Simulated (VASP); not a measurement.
# AlP (F-43m) in VASP: a series of runs

The runs below take AlP through vibrations by perturbation theory, with PBEsol.

Program: VASP 6.6.1. These are calculated values, not measurements. Logs are shortened: lines on timing, memory, paths and dates and some standing lists are left out, and cuts for length are marked.

### 1 The cell of the first run

The structure is cubic, space group F-43m (No. 216). Conventional cell: a = 4.933 Å, b = 4.933 Å, c = 4.933 Å, α = 90.00°, β = 90.00°, γ = 90.00°. Within 2.8 Å of Al (site symmetry -43m) lie 4 P at 2.14 Å. Within 2.8 Å of P (site symmetry -43m) lie 4 Al at 2.14 Å.

### 2 Vibrations by perturbation theory, PBEsol

Contents of INCAR:

```
ALGO = Normal
EDIFF = 1E-8
ENCUT = 500
GGA = PS
GGA_COMPAT = F
IBRION = 8
ISIF = 2
ISMEAR = 0
LASPH = T
LCHARG = F
LEPSILON = T
LREAL = F
LWAVE = F
NELM = 120
NSW = 1
PREC = Accurate
SIGMA = 0.01
```

Contents of KPOINTS:

```
k-points
0
Gamma
  10 10 10
```

Contents of POSCAR:

```
AlP
1.0
    0.0000000000      2.4665901346      2.4665901346
    2.4665901346      0.0000000000      2.4665901346
    2.4665901346      2.4665901346      0.0000000000
Al P
1 1
Direct
    0.0000000000      0.0000000000      0.0000000000
    0.7500000000      0.7500000000      0.7500000000
```

Potentials or basis: VASP PAW PBE potentials, release 64 (Al, P).

Started as:

```sh
> cat potpaw_PBE.64/Al/POTCAR potpaw_PBE.64/P/POTCAR > POTCAR
> mpirun -np 1 vasp_std > vasp.out
```

OUTCAR:

```text
EDIFF = 1E-8
   ENCUT = 500
   GGA = PS
   IBRION = 8
   ISIF = 2
   ISMEAR = 0
   LASPH = T
   LEPSILON = T
   LREAL = F
   NELM = 120
   NSW = 1
   PREC = Accurate

 ion  position               nearest neighbor table
   1  0.000  0.000  0.000-   2 2.14   2 2.14   2 2.14   2 2.14
   2  0.750  0.750  0.750-   1 2.14   1 2.14   1 2.14   1 2.14

  LATTYP: Found a face centered cubic cell.
 ALAT       =     4.9331802692

  Lattice vectors:

 A1 = (   0.0000000000,   2.4665901346,   2.4665901346)
 A2 = (   2.4665901346,   0.0000000000,   2.4665901346)
 A3 = (   2.4665901346,   2.4665901346,   0.0000000000)

Analysis of symmetry for initial positions (statically):
=====================================================================
 Subroutine PRICEL returns:
 Original cell was already a primitive cell.

 Routine SETGRP: Setting up the symmetry group for a
 face centered cubic supercell.

 Subroutine GETGRP returns: Found 24 space group operations
 (whereof 24 operations were pure point group operations)
 out of a pool of 48 trial point group operations.

The static configuration has the point symmetry T_d .

Analysis of symmetry for dynamics (positions and initial velocities):
=====================================================================
 Subroutine PRICEL returns:
 Original cell was already a primitive cell.

 Routine SETGRP: Setting up the symmetry group for a
 face centered cubic supercell.

 Subroutine GETGRP returns: Found 24 space group operations
 (whereof 24 operations were pure point group operations)
 out of a pool of 48 trial point group operations.

The dynamic configuration has the point symmetry T_d .

 Subroutine INISYM returns: Found 24 space group operations
 (whereof 24 operations are pure point group operations),
 and found     1 'primitive' translations

----------------------------------------------------------------------------------------
[... 496 lines left out ...]
     0.00000 26.07949  0.00559

 MACROSCOPIC STATIC DIELECTRIC TENSOR (including local field effects in DFT)
 ------------------------------------------------------
           8.847607     0.000000     0.000000
           0.000000     8.847607     0.000000
           0.000000     0.000000     8.847607
 ------------------------------------------------------

 PIEZOELECTRIC TENSOR (including local field effects)  for field in x, y, z        (e  Angst)
          XX          YY          ZZ          XY          YZ          ZX
  --------------------------------------------------------------------------------
  x     0.00000     0.00000    -0.00000     0.00000     1.26429     0.00000
  y     0.00000     0.00000     0.00000     0.00000     0.00000     1.26429
  z     0.00000    -0.00000     0.00000     1.26429     0.00000     0.00000

 PIEZOELECTRIC TENSOR (including local field effects)  for field in x, y, z        (C/m^2)
          XX          YY          ZZ          XY          YZ          ZX
  --------------------------------------------------------------------------------
  x     0.00000     0.00000    -0.00000     0.00000     0.67490     0.00000
  y     0.00000     0.00000     0.00000     0.00000     0.00000     0.67490
  z     0.00000    -0.00000     0.00000     0.67490     0.00000     0.00000

 BORN EFFECTIVE CHARGES (including local field effects) (in |e|, cummulative output)
 ---------------------------------------------------------------------------------
 ion    1
    1     2.06451     0.00000     0.00000
    2     0.00000     2.06451     0.00000
    3    -0.00000    -0.00000     2.06451
 ion    2
    1    -2.06451    -0.00000    -0.00000
    2     0.00000    -2.06451     0.00000
    3     0.00000     0.00000    -2.06451

 INTERNAL STRAIN TENSOR FOR ION    2 for displacements in x,y,z  (eV/Angst):
          X           Y           Z          XY          YZ          ZX
  --------------------------------------------------------------------------------
  x     0.00000     0.00000     0.00000     0.00000    26.07949     0.00000
  y    -0.00000     0.00000    -0.00000     0.00000     0.00000    26.07949
  z     0.00000     0.00000     0.00000    26.07949     0.00000     0.00000

 SECOND DERIVATIVES (NOT SYMMETRIZED)
 ------------------------------------
               1X          1Y          1Z          2X          2Y          2Z
  1X   -20.524720    0.000000    0.000000   20.524720    0.000000    0.000000
  1Y     0.000000  -20.524720    0.000000    0.000000   20.524720    0.000000
  1Z     0.000000    0.000000  -20.524720    0.000000    0.000000   20.524720
  2X    20.527069    0.000000    0.000000  -20.527069    0.000000    0.000000
  2Y     0.000000   20.527069    0.000000    0.000000  -20.527069    0.000000
  2Z     0.000000    0.000000   20.527069    0.000000    0.000000  -20.527069

 Eigenvectors and eigenvalues of the dynamical matrix
 ----------------------------------------------------

   1 f  =   18.651712 THz   117.192163 2PiTHz  622.154145 cm-1    77.137248 meV
             X         Y         Z           dx          dy          dz
      0.000000  0.000000  0.000000     0.000000    0.731041    0.000000
      3.699885  3.699885  3.699885     0.000000   -0.682334    0.000000
[... 21 lines left out ...]
   6 f/i=    0.000532 THz     0.003344 2PiTHz    0.017755 cm-1     0.002201 meV
             X         Y         Z           dx          dy          dz
      0.000000  0.000000  0.000000     0.000000    0.000000   -0.682334
      3.699885  3.699885  3.699885     0.000000    0.000000   -0.731041

--------------------------------------------------------------------------------------------------------

 MACROSCOPIC STATIC DIELECTRIC TENSOR IONIC CONTRIBUTION
 ------------------------------------------------------
           1.251916    -0.000000     0.000000
          -0.000000     1.251916    -0.000000
           0.000000    -0.000000     1.251916
 ------------------------------------------------------

 ELASTIC MODULI CONTR FROM IONIC RELAXATION (kBar)
 Direction    XX          YY          ZZ          XY          YZ          ZX
 --------------------------------------------------------------------------------
 XX          -0.0000     -0.0000     -0.0000     -0.0000      0.0000      0.0000
 YY          -0.0000     -0.0000     -0.0000     -0.0000     -0.0000      0.0000
 ZZ          -0.0000     -0.0000     -0.0000     -0.0000     -0.0000      0.0000
 XY          -0.0000     -0.0000     -0.0000  -1756.9741      0.0000      0.0000
 YZ           0.0000     -0.0000     -0.0000      0.0000  -1756.9741      0.0000
 ZX           0.0000      0.0000      0.0000      0.0000      0.0000  -1756.9741
 --------------------------------------------------------------------------------

 PIEZOELECTRIC TENSOR IONIC CONTR  for field in x, y, z        (C/m^2)
          XX          YY          ZZ          XY          YZ          ZX
  --------------------------------------------------------------------------------
  x     0.00000    -0.00000    -0.00000     0.00000    -1.39554     0.00000
  y     0.00000     0.00000     0.00000     0.00000     0.00000    -1.39554
  z    -0.00000    -0.00000    -0.00000    -1.39554    -0.00000     0.00000
```

stdout:

```text
POSCAR found type information on POSCAR AlP
 POSCAR found :  2 types and       2 ions
 scaLAPACK will be used
 -----------------------------------------------------------------------------
|                                                                             |
|                                                                             |
[... 39 lines left out ...]
 first order change of Fermi-energy   0.30445E-04
 force on displaced ion       1 direction 1 : -20.525   0.000   0.000
 Born effective charge ion    1 direction 1 :   2.053   0.000   0.000
 Linear response progress:
 first order change of Fermi-energy   0.23183E-03
 force on displaced ion       2 direction 1 : -20.527  -0.000  -0.000
 Born effective charge ion    2 direction 1 :  -2.074   0.000   0.000
 Born effective charges drift removed
 Linear response finished
```

Wall time 12 min (1 thread of AMD EPYC 7R13, shared host); peak memory 0.22 GiB.

What came out:

```yaml
Electronic_dielectric_tensor_diagonal: 8.85
Born_charges_mean_of_the_diagonal: Al +2.06; P -2.06 e
Highest_phonon_frequency_at_Γ_LO-TO_splitting_left_out: 622 cm⁻¹
```

Phonon frequencies in cm⁻¹ (negative: imaginary):
```tsv
q point	frequencies
(0.000, 0.000, 0.000)	0 0 0 622 622 622
```

Electronic dielectric tensor:
```
8.85 0.00 0.00
0.00 8.85 0.00
0.00 0.00 8.85
```

Born effective charge tensors (e):
atom 1, Al
```
2.06 0.00 0.00
0.00 2.06 0.00
0.00 0.00 2.06
```
atom 2, P
```
-2.06  0.00  0.00
 0.00 -2.06  0.00
 0.00  0.00 -2.06
```

Caveat: the cell wasn't relaxed at this level first, which shifts response properties.

(Continued in part 2 of 2.)
